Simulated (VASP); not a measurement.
Set up this calculation in VASP 6.6.1, as the native input.

* Task: single point
* Functional: PBEsol
* Potentials or basis: VASP PAW PBE potentials, release 64 (Be, Te)
* Cutoff: 520 eV
* k mesh: 15 × 15 × 15
* Occupations: fermi-dirac, width 0.08 eV
* Spin: no spin polarisation
* Dipole correction: no
* Further INCAR settings: ALGO = Normal; EDIFF = 1e-06; NBANDS = 11

The structure of BeTe (rocksalt type) lies in POSCAR:

```
BeTe
1.0
    0.0000000000      1.9530806866      1.9530806866
    1.9530806866      0.0000000000      1.9530806866
    1.9530806866      1.9530806866      0.0000000000
Be Te
1 1
Direct
    0.0000000000      0.0000000000      0.0000000000
    0.5000000000      0.5000000000      0.5000000000
```

One way to write it, as run:

INCAR

```
PREC = Accurate
ENCUT = 520
EDIFF = 1E-6
ISMEAR = -1
SIGMA = 0.08
LREAL = False
LASPH = True
NELM = 100
ALGO = Normal
ISIF = 2
LWAVE = False
LCHARG = False
GGA = PS
NBANDS = 11
```

KPOINTS

```
regular mesh
0
Gamma
  15 15 15
```

Potentials or basis: VASP PAW PBE potentials, release 64 (Be, Te).

Command:

```bash
$ cat potpaw_PBE.64/Be/POTCAR potpaw_PBE.64/Te/POTCAR > POTCAR
$ mpirun -np 1 vasp_std > vasp.out
```

It gave:

```json
{"Pressure": "414.2 GPa", "Band gap on the k mesh": "zero (bands 4 and 5 overlap by 2.18 eV)"}
```

Caveat: the cell stands under pressure; the PAW data sets were made with another functional, which shifts forces and pressure a little; spin-orbit coupling is left out, which moves the levels of the heavy elements.

Wall time 14 s on 1 thread of AMD EPYC 9R45 96-Core Processor (Zen 5) (shared host), peak memory 0.13 GiB.
